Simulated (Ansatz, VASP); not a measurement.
Given: the input of a run of Ansatz 0.2.0 on AsAu3.

The input input.yaml:

```yaml
crystal:
  lattice:
    - [5.8784487527, 0.0, 0.0]
    - [-2.9392243764, 5.0908859547, 0.0]
    - [0.0, 0.0, 4.7439138031]
  atoms:
    - { symbol: Au, position: [0.166831505, 0.33366301, 0.25] }
    - { symbol: Au, position: [0.166831505, 0.833168495, 0.25] }
    - { symbol: Au, position: [0.66633699, 0.833168495, 0.25] }
    - { symbol: Au, position: [0.833168495, 0.66633699, 0.75] }
    - { symbol: Au, position: [0.833168495, 0.166831505, 0.75] }
    - { symbol: Au, position: [0.33366301, 0.166831505, 0.75] }
    - { symbol: As, position: [0.3333333333, 0.6666666667, 0.75] }
    - { symbol: As, position: [0.6666666667, 0.3333333333, 0.25] }
hamiltonian:
  xc: pbe
  pseudopotentials: { kind: paw }
kpoints:
  mp_grid: { grid: [5, 5, 6] }
scf:
  occupations: { method: fermi_dirac, width: 0.05 }
output:
  forces: true
  stress: true
  eigenvalues: true
```

Potentials or basis: Ansatz PAW.

Command:

```bash
$ ansatz run input.yaml --threads 4 --pin off --max-ram 10240MiB --backend cpu --events-out ev --progress --plain --runs-dir out
```

**Question.** Set up the same calculation for VASP 6.6.1. Potentials there: VASP PAW PBE potentials, release 64 (Au, As).

**Answer.** As run (the cutoff follows the program's own potentials):

INCAR

```
SYSTEM = AsAu3
  ALGO = Fast
  EDIFF = 1E-6
  ENCUT = 520
  GGA = PE
  ISIF = 2
  ISMEAR = -1
  LASPH = .True.
  LCHARG = .False.
  LREAL = .False.
  LWAVE = .False.
  NBANDS = 48
  NELM = 80
  PREC = Accurate
  SIGMA = 0.05
```

The input KPOINTS:

```
k-points
0
Gamma
  5 5 6
  0 0 0
```

Contents of POSCAR:

```
AsAu3
1.0
    5.8784487527      0.0000000000      0.0000000000
   -2.9392243764      5.0908859547      0.0000000000
    0.0000000000      0.0000000000      4.7439138031
Au As
6 2
Direct
    0.1668315050      0.3336630100      0.2500000000
    0.1668315050      0.8331684950      0.2500000000
    0.6663369900      0.8331684950      0.2500000000
    0.8331684950      0.6663369900      0.7500000000
    0.8331684950      0.1668315050      0.7500000000
    0.3336630100      0.1668315050      0.7500000000
    0.3333333333      0.6666666667      0.7500000000
    0.6666666667      0.3333333333      0.2500000000
```

Potentials or basis: VASP PAW PBE potentials, release 64 (Au, As).

The run is started by

```bash
$ cat potpaw_PBE.64/Au/POTCAR potpaw_PBE.64/As/POTCAR > POTCAR
$ mpirun -np 1 vasp_std > vasp.out
```

Both were run:

|  | VASP | Ansatz | Ansatz less VASP |
| --- | --- | --- | --- |
| gap on the k mesh at the Fermi level (eV) | none | none | - |
| pressure (GPa) | 4.3 | 4.5 | +0.20 |
| traceless stress, the component that is largest in VASP (GPa) | -0.07 | -0.08 | -0.006 |
| rms of the force components (eV/Å) | 0.018 | 0.017 | -0.0006 |

Atom by atom the forces differ by 0.001 eV/Å (rms over components). A gap of «none» marks a metal or a gap that the smearing closes. VASP's potentials hold 76 valence electrons a cell and Ansatz's 144, so a difference there can come from the potentials and not from the codes.

Spin-orbit coupling is off throughout.
